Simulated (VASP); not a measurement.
The system is BaTe.

```
Ba Te
1.0
    -0.03215    0.05881    4.39043
     4.81352    0.04226   -0.03505
     0.07320    8.15174    0.11105
Ba Te
2 2
Direct
  0.50708 0.98358 0.32664
  0.51404 0.50772 0.84373
  0.99081 0.50312 0.50382
  0.98806 0.00558 0.99248
```

```yaml
Program: VASP 6.6.1
Task: relaxation of cell and atoms
Functional: PBE
Potentials_or_basis: VASP PAW PBE potentials, release 64 (Ba_sv, Te)
Cutoff: 600 eV
k_mesh: 4 × 4 × 2
Occupations: gaussian, width 0.1 eV
Spin: no spin polarisation
```

At the start: pressure 1.3 GPa; volume 43.05 Å³/atom.

**Question.** Where does the relaxation end?

**Answer.** Over 12 steps the energy falls by 24.9 meV/atom and the volume is 44.72 Å³/atom (+3.9 %); space group P1 (No. 1, to 0.1 Å) before, P-6m2 (No. 187, to 0.1 Å).

The path:
```
step  energy change (eV)  largest force (eV/Å)  pressure (GPa)  volume (Å³)
   1              0.0000                0.4783            1.28       172.22
   2             -0.0569                0.3167           -0.26       180.90
   3             -0.0573                0.3053           -0.39       181.83
   4             -0.0770                0.2358           -0.26       180.79
   5             -0.0925                0.1180            0.06       178.83
   6             -0.0971                0.0735           -0.03       179.08
   7             -0.0978                0.0582           -0.08       179.22
   8             -0.0989                0.0453            0.05       178.41
   9             -0.0990                0.0418            0.09       178.17
  10             -0.0995                0.0251            0.00       178.83
  11             -0.0995                0.0258           -0.02       178.94
  12             -0.0997                0.0214           -0.01       178.86
```

Final structure:
```
CELL_PARAMETERS angstrom
-0.00132 0.00168 4.43258
4.83397 0.00027 -0.00099
0.00167 8.34764 0.00339
ATOMIC_POSITIONS crystal
Ba 0.49893 0.99634 0.33376
Ba 0.50047 0.50325 0.83358
Te 0.99950 0.49595 0.49946
Te 0.00110 0.00447 0.99986
```
